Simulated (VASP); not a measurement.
# MgF2 (rutile type) (P4_2/mnm) in VASP: a series of runs

Runs on MgF2 (rutile type). Level: PBEsol. Tasks: relaxation of shape and atoms at fixed volume, relaxation of cell and atoms.

Program: VASP 6.6.1. These are calculated values, not measurements. Logs are shortened: lines on timing, memory, paths and dates and some standing lists are left out, and cuts for length are marked.

**1. The cell of the first run**

Symmetry: P4_2/mnm, No. 136, tetragonal system. Conventional cell: a = 4.446 Å, b = 4.446 Å, c = 2.935 Å, α = 90.00°, β = 90.00°, γ = 90.00°. Within 2.5 Å of Mg (site symmetry mmm) lie 6 F at 1.91 to 1.92 Å. F (site symmetry m2m) has 3 Mg at 1.91 to 1.92 Å and 1 F at 2.47 Å within 2.5 Å.

**2. Relaxation of shape and atoms at fixed volume, PBEsol**

INCAR

```
  ALGO = Normal
  EDIFF = 1E-7
  EDIFFG = -0.005
  ENCUT = 600
  GGA = PS
  GGA_COMPAT = False
  IBRION = 2
  ISIF = 4
  ISMEAR = -1
  LASPH = True
  LCHARG = False
  LREAL = False
  LWAVE = False
  NELM = 120
  NELMIN = 4
  NSW = 50
  PREC = Accurate
  SIGMA = 0.08
```

KPOINTS

```
k-points
0
Gamma
  7 7 10
```

POSCAR

```
MgF2
1.0
    4.4457181850      0.0000000000      0.0000000000
    0.0000000000      4.4457181850      0.0000000000
    0.0000000000      0.0000000000      2.9347026917
Mg F
2 4
Direct
    0.0000000000      0.0000000000      0.0000000000
    0.5000000000      0.5000000000      0.5000000000
    0.3033899452      0.3033899452      0.0000000000
    0.6966100548      0.6966100548      0.0000000000
    0.8033899452      0.1966100548      0.5000000000
    0.1966100548      0.8033899452      0.5000000000
```

Potentials or basis: VASP PAW PBE potentials, release 64 (Mg, F).

Run with:

```
$ cat potpaw_PBE.64/Mg/POTCAR potpaw_PBE.64/F/POTCAR > POTCAR
$ mpirun -np 1 vasp_std > vasp.out
```

OUTCAR:

```text
EDIFF = 1E-7
   EDIFFG = -0.005
   ENCUT = 600
   GGA = PS
   IBRION = 2
   ISIF = 4
   ISMEAR = -1
   LASPH = True
   LREAL = False
   NELM = 120
   NELMIN = 4
   NSW = 50
   PREC = Accurate

 ion  position               nearest neighbor table
   1  0.000  0.000  0.000-   3 1.91   4 1.91   5 1.92   6 1.92   5 1.92   6 1.92   2 3.47   2 3.47
                             2 3.47   2 3.47   2 3.47   2 3.47   2 3.47   2 3.47
   2  0.500  0.500  0.500-   5 1.91   6 1.91   3 1.92   4 1.92   3 1.92   4 1.92   1 3.47   1 3.47
                             1 3.47   1 3.47   1 3.47   1 3.47   1 3.47   1 3.47
   3  0.303  0.303  0.000-   1 1.91   2 1.92   2 1.92
   4  0.697  0.697  0.000-   1 1.91   2 1.92   2 1.92
   5  0.803  0.197  0.500-   2 1.91   1 1.92   1 1.92
   6  0.197  0.803  0.500-   2 1.91   1 1.92   1 1.92

  LATTYP: Found a simple tetragonal cell.
 ALAT       =     4.4457181850
 C/A-ratio  =     0.6601189211

  Lattice vectors:

 A1 = (   4.4457181850,   0.0000000000,   0.0000000000)
 A2 = (   0.0000000000,   4.4457181850,   0.0000000000)
 A3 = (   0.0000000000,   0.0000000000,   2.9347026917)

Analysis of symmetry for initial positions (statically):
=====================================================================
 Subroutine PRICEL returns:
 Original cell was already a primitive cell.

 Routine SETGRP: Setting up the symmetry group for a
 simple tetragonal supercell.

 Subroutine GETGRP returns: Found 16 space group operations
 (whereof  8 operations were pure point group operations)
 out of a pool of 16 trial point group operations.

The static configuration has the point symmetry D_2h.
 The point group associated with its full space group is D_4h.

Analysis of symmetry for dynamics (positions and initial velocities):
=====================================================================
 Subroutine PRICEL returns:
 Original cell was already a primitive cell.

 Routine SETGRP: Setting up the symmetry group for a
 simple tetragonal supercell.

 Subroutine GETGRP returns: Found 16 space group operations
 (whereof  8 operations were pure point group operations)
 out of a pool of 16 trial point group operations.

The dynamic configuration has the point symmetry D_2h.
 The point group associated with its full space group is D_4h.

 Subroutine INISYM returns: Found 16 space group operations
 (whereof  8 operations are pure point group operations),
 and found     1 'primitive' translations

----------------------------------------------------------------------------------------
[... 111 lines left out ...]
   PSTRESS=    0.0 pullay stress
   NELECT =      32.0000    total number of electrons
   NUPDOWN=      -1.0000    fix difference up-down
   EMIN   =  10.00;   EMAX   =-10.00  energy-range for DOS
   EFERMI =   0.00;   METHOD = LEGACY
   ISMEAR =    -1;   SIGMA  =   0.08  broadening in eV -4-tet -1-fermi 0-gaus
   EFERMI_NEDOS =   21; number of points for ismear=-14 and -15
   IALGO  =     38    algorithm
   IMIX   =      4    mixing-type and parameters
     AMIX     =   0.40;   BMIX     =  1.00
     AMIX_MAG =   1.60;   BMIX_MAG =  1.00
  volume/ion in A,a.u.               =       9.67        65.24
  Fermi-wavevector in a.u.,A,eV,Ry     =   1.342689  2.537315 24.528778  1.802814
  Thomas-Fermi vector in A             =   2.470823
   LORBIT       =      0    0 simple, 1 ext, 2 COOP (PROOUT), +10 PAW based schemes
   GGA     = PS    functional components
   LHFCALC =     F    Hartree Fock is set to
   AEXX    =    0.0000 exact exchange contribution
   IVDW    =     0    specifies the selected vdW correction
   LEPSILON=     F    determine dielectric tensor
   LRPA    =     F    only Hartree local field effects (RPA)
 conjugate gradient relaxation of ions
 non-spin polarized calculation
  energy-cutoff  :      600.00
  volume of cell :       58.00
 maximum number of plane-waves:      1980
 NGX is ok and might be reduce to    36
   NGX = 17   NGY = 17   NGZ = 11

--------------------------------------- Ionic step        1  -------------------------------------------

 number of electron      31.9999971 magnetization

 Free energy of the ion-electron system (eV)
  ---------------------------------------------------
  ext. energy  EPLUGINS =         0.00000000
  ---------------------------------------------------
  free energy    TOTEN  =       -32.25694292 eV

  energy without entropy =      -32.25694292  energy(sigma->0) =      -32.25694292

------------------------ aborting loop because EDIFF is reached ----------------------------------------

  FORCE on cell =-STRESS in cart. coord.  units (eV):
  Direction    XX          YY          ZZ          XY          YZ          ZX
  --------------------------------------------------------------------------------------
  -------------------------------------------------------------------------------------
  Total        5.4685424      5.4685424      6.3894500     -0.0000000      0.0000000      0.0000000
  in kB      151.0546839    151.0546839    176.4924332     -0.0000000      0.0000000      0.0000000
  external PRESSURE =     159.5339336 kB  Pullay stress =       0.0000000 kB
[... 147 lines left out ...]
--------------------------------------- Ionic step        5  -------------------------------------------

 number of electron      31.9999988 magnetization

 Free energy of the ion-electron system (eV)
  ---------------------------------------------------
  ext. energy  EPLUGINS =         0.00000000
  ---------------------------------------------------
  free energy    TOTEN  =       -32.26457862 eV

  energy without entropy =      -32.26457862  energy(sigma->0) =      -32.26457862

 E-fermi :   1.1091     XC(G=0): -10.6004

 val. band max:       -0.5271822729   @ k =   0.0000   0.0000   0.0000
 cond. band min:       7.2237841271   @ k =   0.0000   0.0000   0.0000
 fundamental gap:      7.7509663999
 Fermi energy:         1.1091396314

 k-point     1 :       0.0000    0.0000    0.0000
  band No.  band energies     occupation
      1     -21.6617      2.00000
      2     -20.5793      2.00000
      3     -20.5793      2.00000
      4     -20.4518      2.00000
      5      -5.1232      2.00000
      6      -3.6026      2.00000
[... 541 lines left out ...]
     19      14.1763      0.00000
     20      14.5014      0.00000

 [... further k-points ...]

------------------------ aborting loop because EDIFF is reached ----------------------------------------

  FORCE on cell =-STRESS in cart. coord.  units (eV):
  Direction    XX          YY          ZZ          XY          YZ          ZX
  --------------------------------------------------------------------------------------
  -------------------------------------------------------------------------------------
  Total        5.6636321      5.6636321      5.6642639      0.0000000      0.0000000      0.0000000
  in kB      156.4435456    156.4435456    156.4609956      0.0000000      0.0000000      0.0000000
  external PRESSURE =     156.4493623 kB  Pullay stress =       0.0000000 kB
[... 21 lines left out ...]
  FREE ENERGIE OF THE ION-ELECTRON SYSTEM (eV)
  ---------------------------------------------------
  free  energy   TOTEN  =       -32.2645786177 eV

  energy  without entropy=      -32.2645786176  energy(sigma->0) =      -32.26457862

 reached required accuracy - stopping structural energy minimisation
```

CONTCAR:

```text
MgF2
   1.00000000000000
     4.4318393052306551    0.0000000000000000    0.0000000000000000
    -0.0000000000000000    4.4318393052306551    0.0000000000000000
     0.0000000000000000    0.0000000000000000    2.9531122770892964
  Mg              F
     2     4
Direct
     0.0000000000000000    0.0000000000000000    0.0000000000000000
     0.5000000000000000    0.5000000000000000    0.5000000000000000
     0.3017726589339471    0.3017726589339471    0.0000000000000000
     0.6982273410660529    0.6982273410660529    0.0000000000000000
     0.8017726589339471    0.1982273410660529    0.5000000000000000
     0.1982273410660529    0.8017726589339471    0.5000000000000000

  0.00000000E+00  0.00000000E+00  0.00000000E+00
  0.00000000E+00  0.00000000E+00  0.00000000E+00
  0.00000000E+00  0.00000000E+00  0.00000000E+00
  0.00000000E+00  0.00000000E+00  0.00000000E+00
  0.00000000E+00  0.00000000E+00  0.00000000E+00
  0.00000000E+00  0.00000000E+00  0.00000000E+00
```

It took 4.9 min on 1 thread of Oxide Virtual Turin-like, shared host; peak memory 0.19 GiB.

What came out:

* Free energy: -32.2646 eV
* Energy gained by relaxing: 1.3 meV/atom
* Ionic steps: 5
* Pressure after relaxing: 15.6 GPa
* Band gap on the k mesh: 7.75 eV

Step by step:
```csv
step,energy change (eV),largest force (eV/Å),pressure (GPa),volume (Å³)
1,0.0000,0.2333,15.95,58.00
2,-0.0076,0.0084,15.65,58.00
3,-0.0076,0.0092,15.65,58.00
4,-0.0076,0.0057,15.65,58.00
5,-0.0076,0.0003,15.64,58.00
```

Final structure:
```yaml
crystal:
  lattice:
    - [4.43184, 0.00000, 0.00000]
    - [0.00000, 4.43184, 0.00000]
    - [0.00000, 0.00000, 2.95311]
  atoms:
    - { symbol: Mg, position: [0.00000, 0.00000, 0.00000] }
    - { symbol: Mg, position: [0.50000, 0.50000, 0.50000] }
    - { symbol: F, position: [0.30177, 0.30177, 0.00000] }
    - { symbol: F, position: [0.69823, 0.69823, 0.00000] }
    - { symbol: F, position: [0.80177, 0.19823, 0.50000] }
    - { symbol: F, position: [0.19823, 0.80177, 0.50000] }
```

Caveat: the PAW data sets were made with another functional, which shifts forces and pressure a little. A k mesh can miss the band edges.

(Part 1 of 2 ends here.)
